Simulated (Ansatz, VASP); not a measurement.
## SbRh3 in VASP and in Ansatz

```
Sb Rh
1.0
     3.92885    0.00000    0.00000
     0.00000    3.92885    0.00000
     0.00000    0.00000    3.92885
Sb Rh
1 3
Cartesian
  0.0000 0.0000 0.0000
  1.9644 1.9644 0.0000
  1.9644 0.0000 1.9644
  0.0000 1.9644 1.9644
```

Alike in both runs: task single point; functional LDA; k mesh 6 × 6 × 6; occupations fermi-dirac, width 0.2 eV; no spin polarisation.

```csv
,VASP,Ansatz
version,VASP 6.6.1,Ansatz 0.2.0
potentials or method,"VASP PAW LDA potentials, release 64 (Sb, Rh_pv), cutoff 520 eV","plane waves, PAW"
valence electrons in the cell,50,66
```

Ansatz gave:

```
pressure (GPa) : -8.0
```

Problem. What did VASP give for the same quantities?

Solution. Pressure (GPa): -7.5.

LDA's correlation is that of Perdew and Zunger in VASP and of Perdew and Wang (1992) in Ansatz. VASP's potentials hold 50 valence electrons a cell and Ansatz's 66, so a difference there can come from the potentials and not from the codes.

Spin-orbit coupling is off throughout.
